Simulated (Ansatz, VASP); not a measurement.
# TaN: VASP beside Ansatz

```xyz
2
Lattice="0.0000 2.1814 2.1814 2.1814 0.0000 2.1814 2.1814 2.1814 0.0000" Properties=species:S:1:pos:R:3 pbc="T T T"
Ta    2.1814    2.1814    2.1814
N     0.0000    0.0000    0.0000
```

Change from the starting cell: volume scaled by 0.96.

Alike in both runs: task single point; functional PBEsol; k mesh 10 × 10 × 10; occupations fermi-dirac, width 0.05 eV; no spin polarisation.

```csv
,VASP,Ansatz
version,VASP 6.6.1,Ansatz 0.2.0
potentials or method,"VASP PAW PBE potentials, release 64 (Ta_pv, N), cutoff 520 eV","all-electron LAPW, scalar-relativistic"
```

Ansatz gave:

| Item | Value |
| --- | --- |
| gap on the k mesh at the Fermi level (eV) | none |
| pressure (GPa) | 3.1 |

Problem. What did VASP give for the same quantities?

Solution. gap on the k mesh at the Fermi level (eV): none; pressure (GPa): 4.1.

VASP's potentials were made for PBE, not for PBEsol. A gap of «none» marks a metal or a gap that the smearing closes. Ansatz ran all-electron here, and VASP with PAW potentials.

Spin-orbit coupling is off throughout.
